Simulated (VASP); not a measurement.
# YbB2 (P6/mmm) in VASP: notebook

Runs on YbB2. Level: PBEsol. Tasks: single point.

Program: VASP 6.6.1. These are calculated values, not measurements. Logs are shortened: lines on timing, memory, paths and dates and some standing lists are left out, and cuts for length are marked.

## 1. The cell of the first run

Symmetry: P6/mmm, No. 191, hexagonal system. The conventional cell has a = 3.250 Å, b = 3.250 Å, c = 3.732 Å, α = 90.00°, β = 90.00°, γ = 120.00°. Within 3.5 Å of Yb (site symmetry 6/mmm) lie 12 B at 2.65 Å and 6 Yb at 3.25 Å. Within 2.5 Å of B (site symmetry -6m2) lie 3 B at 1.88 Å.

## 2. Single point, PBEsol

Input file INCAR:

```
PREC     = Accurate       # precision mode
ENCUT    = 520            # plane-wave cutoff, eV
EDIFF    = 1E-6           # SCF threshold, eV
ISMEAR   = 0              # smearing method
SIGMA    = 0.1            # smearing width, eV
LREAL    = False          # projectors in reciprocal space
LASPH    = True           # aspherical terms in the spheres
NELM     = 60             # most SCF steps
ALGO     = Normal         # electronic algorithm
ISIF     = 2              # what is computed and relaxed
LWAVE    = False          # write WAVECAR
LCHARG   = False          # write CHGCAR
GGA      = PS             # functional
NBANDS   = 22             # bands
```

Input file KPOINTS:

```
Automatic mesh
0
Gamma
  12 12 9
```

Input file POSCAR:

```
YbB2
1.0
    3.2503000000      0.0000000000      0.0000000000
   -1.6251500000      2.8148423700      0.0000000000
    0.0000000000      0.0000000000      3.7315000000
Yb B
1 2
Direct
    0.0000000000      0.0000000000      0.0000000000
    0.3333333300      0.6666666700      0.5000000000
    0.6666666700      0.3333333300      0.5000000000
```

Potentials or basis: VASP PAW PBE potentials, release 64 (Yb, B).

Run with:

```
> cat potpaw_PBE.64/Yb/POTCAR potpaw_PBE.64/B/POTCAR > POTCAR
> mpirun -np 1 vasp_std > vasp.out
```

OUTCAR:

```text
PREC = Accurate
   ENCUT = 520
   EDIFF = 1E-6
   ISMEAR = 0
   LREAL = False
   LASPH = True
   NELM = 60
   ISIF = 2
   GGA = PS

 ion  position               nearest neighbor table
   1  0.000  0.000  0.000-   2 2.65   3 2.65   2 2.65   3 2.65   3 2.65   3 2.65   2 2.65   2 2.65
                             3 2.65   3 2.65   2 2.65   2 2.65
   2  0.333  0.667  0.500-   3 1.88   3 1.88   3 1.88   1 2.65   1 2.65   1 2.65   1 2.65   1 2.65
                             1 2.65
   3  0.667  0.333  0.500-   2 1.88   2 1.88   2 1.88   1 2.65   1 2.65   1 2.65   1 2.65   1 2.65
                             1 2.65

  LATTYP: Found a hexagonal cell.
 ALAT       =     3.2503000000
 C/A-ratio  =     1.1480478725

  Lattice vectors:

 A1 = (   3.2503000000,   0.0000000000,   0.0000000000)
 A2 = (  -1.6251500000,   2.8148423700,   0.0000000000)
 A3 = (   0.0000000000,   0.0000000000,   3.7315000000)

Analysis of symmetry for initial positions (statically):
=====================================================================
 Subroutine PRICEL returns:
 Original cell was already a primitive cell.

 Routine SETGRP: Setting up the symmetry group for a
 hexagonal supercell.

 Subroutine GETGRP returns: Found 24 space group operations
 (whereof 24 operations were pure point group operations)
 out of a pool of 24 trial point group operations.

The static configuration has the point symmetry D_6h.

Analysis of symmetry for dynamics (positions and initial velocities):
=====================================================================
 Subroutine PRICEL returns:
 Original cell was already a primitive cell.

 Routine SETGRP: Setting up the symmetry group for a
 hexagonal supercell.

 Subroutine GETGRP returns: Found 24 space group operations
 (whereof 24 operations were pure point group operations)
 out of a pool of 24 trial point group operations.

The dynamic configuration has the point symmetry D_6h.

 Subroutine INISYM returns: Found 24 space group operations
 (whereof 24 operations are pure point group operations),
 and found     1 'primitive' translations

----------------------------------------------------------------------------------------

                                     Primitive cell

  volume of cell :      34.1398

  direct lattice vectors                    reciprocal lattice vectors
     3.250300000  0.000000000  0.000000000     0.307663908  0.177629840  0.000000000
    -1.625150000  2.814842370  0.000000000     0.000000000  0.355259680  0.000000000
     0.000000000  0.000000000  3.731500000     0.000000000  0.000000000  0.267988744

  length of vectors
     3.250300000  3.250300000  3.731500000     0.355259680  0.355259680  0.267988744
[... 85 lines left out ...]
   EDIFFG = 0.1E-04   stopping-criterion for IOM
   NSW    =      0    number of steps for IOM
   IBRION =     -1    ionic relax: 0-MD 1-quasi-New 2-CG
   NFREE  =      0    steps in history (QN), initial steepest desc. (CG)
   ISIF   =      2    stress and relaxation
   ISYM   =      2    0-nonsym 1-usesym 2-fastsym
   POTIM  = 0.5000    time-step for ionic-motion
   TEBEG  =    0.0;   TEEND  =   0.0 temperature during run
   PSTRESS=    0.0 pullay stress
   NELECT =      30.0000    total number of electrons
   NUPDOWN=      -1.0000    fix difference up-down
   EMIN   =  10.00;   EMAX   =-10.00  energy-range for DOS
   EFERMI =   0.00;   METHOD = LEGACY
   ISMEAR =     0;   SIGMA  =   0.10  broadening in eV -4-tet -1-fermi 0-gaus
   EFERMI_NEDOS =   21; number of points for ismear=-14 and -15
   IALGO  =     38    algorithm
   IMIX   =      4    mixing-type and parameters
     AMIX     =   0.40;   BMIX     =  1.00
     AMIX_MAG =   1.60;   BMIX_MAG =  1.00
  volume/ion in A,a.u.               =      11.38        76.80
  Fermi-wavevector in a.u.,A,eV,Ry     =   1.568056  2.963196 33.454003  2.458800
  Thomas-Fermi vector in A             =   2.670144
   LORBIT       =      0    0 simple, 1 ext, 2 COOP (PROOUT), +10 PAW based schemes
   GGA     = PS    functional components
   LHFCALC =     F    Hartree Fock is set to
   AEXX    =    0.0000 exact exchange contribution
   IVDW    =     0    specifies the selected vdW correction
   LEPSILON=     F    determine dielectric tensor
   LRPA    =     F    only Hartree local field effects (RPA)
 non-spin polarized calculation
 Gauss-broadening in eV      SIGMA  =   0.10
  energy-cutoff  :      520.00
  volume of cell :       34.14
 maximum number of plane-waves:       939
   NGX = 13   NGY = 13   NGZ = 13

 number of electron      30.0000000 magnetization

 Free energy of the ion-electron system (eV)
  ---------------------------------------------------
  ext. energy  EPLUGINS =         0.00000000
  ---------------------------------------------------
  free energy    TOTEN  =       -19.39270768 eV

  energy without entropy =      -19.37595784  energy(sigma->0) =      -19.38433276

 E-fermi :   3.9437     XC(G=0): -12.4420

 val. band max:        3.9429325013   @ k =   0.5000  -0.0000   0.1111
 cond. band min:       3.9455654931   @ k =   0.4167   0.0000   0.1111
 fundamental gap:      0.0026329918
 Fermi energy:         3.9437051260

 k-point     1 :       0.0000    0.0000    0.0000
  band No.  band energies     occupation
      1     -46.8507      2.00000
      2     -19.0669      2.00000
      3     -18.6845      2.00000
      4     -18.6845      2.00000
      5      -7.1240      2.00000
      6       2.4931      2.00000
[... 589 lines left out ...]
     21      11.9631      0.00000
     22      14.3414      0.00000

 [... further k-points ...]

------------------------ aborting loop because EDIFF is reached ----------------------------------------

  FORCE on cell =-STRESS in cart. coord.  units (eV):
  Direction    XX          YY          ZZ          XY          YZ          ZX
  --------------------------------------------------------------------------------------
  -------------------------------------------------------------------------------------
  Total       -1.0651955     -1.0651955      0.4984340      0.0000000      0.0000000      0.0000000
  in kB      -49.9895141    -49.9895141     23.3914575      0.0000000      0.0000000      0.0000000
  external PRESSURE =     -25.5291903 kB  Pullay stress =       0.0000000 kB

 VOLUME and BASIS-vectors are now :
 -----------------------------------------------------------------------------
  energy-cutoff  :      520.00
  volume of cell :       34.14
      direct lattice vectors                 reciprocal lattice vectors
     3.250300000  0.000000000  0.000000000     0.307663908  0.177629840  0.000000000
    -1.625150000  2.814842370  0.000000000     0.000000000  0.355259680  0.000000000
     0.000000000  0.000000000  3.731500000     0.000000000  0.000000000  0.267988744

 POSITION                                       TOTAL-FORCE (eV/Angst)
 -----------------------------------------------------------------------------------
      0.00000      0.00000      0.00000        -0.000000      0.000000      0.000000
     -0.00000      1.87656      1.86575        -0.000000      0.000000      0.000000
      1.62515      0.93828      1.86575         0.000000     -0.000000      0.000000
 -----------------------------------------------------------------------------------
    total drift:                                0.000000     -0.000000     -0.000000

  FREE ENERGIE OF THE ION-ELECTRON SYSTEM (eV)
  ---------------------------------------------------
  free  energy   TOTEN  =       -19.3927076804 eV

  energy  without entropy=      -19.3759578396  energy(sigma->0) =      -19.38433276
```

OSZICAR:

```text
N       E                     dE             d eps       ncg     rms          rms(c)
DAV:   1     0.144784187070E+03    0.14478E+03   -0.10781E+04  5856   0.891E+03
DAV:   2    -0.239431465760E+01   -0.14718E+03   -0.13717E+03  5560   0.736E+02
DAV:   3    -0.200063406064E+02   -0.17612E+02   -0.16956E+02  5854   0.132E+02
[... 38 lines left out ...]
DAV:  42    -0.193927355879E+02    0.23426E-04   -0.16363E-05  7668   0.673E-02    0.233E-01
DAV:  43    -0.193927283252E+02    0.72627E-05   -0.57099E-06  6350   0.642E-02    0.197E-01
DAV:  44    -0.193927111715E+02    0.17154E-04   -0.23245E-05  7000   0.181E-01    0.119E-01
DAV:  45    -0.193927078139E+02    0.33576E-05   -0.89768E-06  6300   0.106E-01    0.510E-02
DAV:  46    -0.193927076804E+02    0.13348E-06   -0.22418E-06  4518   0.353E-02
   1 F= -.19392708E+02 E0= -.19384333E+02  d E =-.167498E-01
```

stdout:

```text
POSCAR found type information on POSCAR YbB
 POSCAR found :  2 types and       3 ions
 scaLAPACK will be used
 -----------------------------------------------------------------------------
|                                                                             |
|                                                                             |
|     You enforced a specific xc type in the INCAR file but a different       |
|     I HOPE YOU KNOW WHAT YOU ARE DOING!                                     |
|                                                                             |
 -----------------------------------------------------------------------------

 LDA part: xc-table for (Slater+PW92), standard interpolation
 POSCAR, INCAR and KPOINTS ok, starting setup
 FFT: planning ... GRIDC
 FFT: planning ... GRID_SOFT
 FFT: planning ... GRID
 WAVECAR not read
 entering main loop
```

Wall time 3.8 min (1 thread of Intel Xeon Platinum 8259CL at 2.50GHz (Skylake/Cascade Lake), shared host); peak memory 0.21 GiB.

What came out:

| Property | Result |
| --- | --- |
| Free energy | -19.3927 eV |
| Pressure | -2.6 GPa |
| Band gap on the k mesh | zero (bands 15 and 16 overlap by 1.26 eV) |

Caveat: the PAW data sets were made with another functional, which shifts forces and pressure a little; spin-orbit coupling is left out, which moves the levels of the heavy elements. Spin polarisation is off, so any magnetic state and its effect on volume and gap are missing.

## 3. Single point, PBEsol

Input file INCAR:

```
SYSTEM = YbB2
  ALGO = Normal
  EDIFF = 1E-6
  ENCUT = 520
  GGA = PS
  ISIF = 2
  ISMEAR = 0
  LASPH = .TRUE.
  LCHARG = .FALSE.
  LREAL = .FALSE.
  LWAVE = .FALSE.
  NBANDS = 22
  NELM = 100
  PREC = Accurate
  SIGMA = 0.1
```

Input file KPOINTS:

```
k-points
0
G
  12 12 9
  0 0 0
```

POSCAR is that of step 2.

Potentials or basis: VASP PAW PBE potentials, release 64 (Yb, B).

Run with:

```
> cat potpaw_PBE.64/Yb/POTCAR potpaw_PBE.64/B/POTCAR > POTCAR
> mpirun -np 1 vasp_std > vasp.out
```

It took 3.6 min on 1 thread of Intel Xeon Platinum 8259CL at 2.50GHz (Skylake/Cascade Lake), shared host; peak memory 0.22 GiB.

The run converged. Its results:

```
Free energy            : -19.3927 eV
Pressure               : -2.6 GPa
Band gap on the k mesh : zero (bands 15 and 16 overlap by 1.26 eV)
```

Stress tensor (GPa, compression positive):
```
-5.00  0.00  0.00
 0.00 -5.00  0.00
 0.00  0.00  2.34
```

Levels at points of the mesh, in eV from the Fermi level:
```
           k point  band 11  band 12  band 13  band 14  band 15  band 16  band 17  band 18  band 19  band 20
(0.00, 0.00, 0.00)    -0.45    -0.40    -0.40    -0.32    -0.24     0.18     6.22     6.68     6.68     6.83
(0.50, 0.00, 0.00)    -0.45    -0.36    -0.33    -0.27     0.02     0.08     3.76     5.89     7.17     7.93
```

Caveat: the PAW data sets were made with another functional, which shifts forces and pressure a little; spin-orbit coupling is left out, which moves the levels of the heavy elements. Spin polarisation is off, so any magnetic state and its effect on volume and gap are missing.
